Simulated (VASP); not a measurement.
Wanted: the native input for a VASP 6.6.1 run.

* Task: electric field gradients
* Functional: PBEsol
* Potentials or basis: VASP PAW PBE potentials, release 64 (Sn_d)
* Cutoff: 520 eV
* k mesh: 11 × 11 × 11
* Occupations: fermi-dirac, width 0.05 eV
* Spin: no spin polarisation
* Dipole correction: no
* Further INCAR settings: ALGO = Normal; EDIFF = 1e-08; NBANDS = 21

The structure of Sn lies in POSCAR:

```
Sn
1.0
    0.0000000000      3.2238167933      3.2238167933
    3.2238167933      0.0000000000      3.2238167933
    3.2238167933      3.2238167933      0.0000000000
Sn
2
Direct
    0.5000000000      0.5000000000      0.5000000000
    0.7500000000      0.7500000000      0.7500000000
```

This isn't the form of Sn at room conditions, which is tetragonal (white tin).

These files were run (other wordings do the same):

INCAR

```
SYSTEM = Sn
  ALGO = Normal
  EDIFF = 1E-8
  ENCUT = 520
  GGA = PS
  ISIF = 2
  ISMEAR = -1
  LASPH = .True.
  LCHARG = .False.
  LEFG = .True.
  LREAL = .False.
  LWAVE = .False.
  NBANDS = 21
  NELM = 60
  PREC = Accurate
  SIGMA = 0.05
```

KPOINTS

```
k-points
0
Gamma
  11 11 11
  0 0 0
```

Potentials or basis: VASP PAW PBE potentials, release 64 (Sn_d).

Run with:

```bash
$ cat potpaw_PBE.64/Sn_d/POTCAR > POTCAR
$ mpirun -np 1 vasp_std > vasp.out
```

Results of the run:

```
Pressure                                : 1.9 GPa
Band gap on the k mesh                  : zero (bands 14 and 15 overlap by 0.10 eV)
Largest electric field gradient by atom : under 0.05 V/Å² on every atom
```

Caveat: the PAW data sets were made with another functional, which shifts forces and pressure a little; spin-orbit coupling is left out, which moves the levels of the heavy elements.

It took 50 s on 1 thread of AMD EPYC 9R45 96-Core Processor (Zen 5) (shared host), peak memory 0.2 GiB.
